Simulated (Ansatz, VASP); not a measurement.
## One calculation of Rb2BrCl, two programs

```
Cl Br Rb
1.0
     2.34164    1.35195    7.66089
    -2.34164    1.35195    7.66089
     0.00000   -2.70390    7.66089
Cl Br Rb
1 1 2
Cartesian
  2.3416 1.3519 7.6609
  0.0000 0.0000 11.4913
  0.0000 0.0000 5.8373
  0.0000 0.0000 17.1454
```

Alike in both runs: task single point; functional r2SCAN; k mesh 6 × 6 × 6; no spin polarisation.

|  | VASP | Ansatz |
| --- | --- | --- |
| version | VASP 6.6.1 | Ansatz 0.2.0 |
| potentials or method | VASP PAW PBE potentials, release 64 (Cl, Br, Rb_sv) | plane waves, PAW |
| plane-wave cutoff (eV) | 520 | 500 |
| occupations | gaussian, width 0.01 eV | fixed |
| valence electrons in the cell | 32 | 32 |

```tsv
	VASP	Ansatz	Ansatz less VASP
gap on the k mesh at the Fermi level (eV)	5.22	5.22	-0.001
pressure (GPa)	1.2	1.1	-0.02
rms of the force components (eV/Å)	0.005	0.005	+0.0001
```

VASP's potentials were made for PBE, not for r2SCAN. Atom by atom the forces differ by 0.000 eV/Å (rms over components).
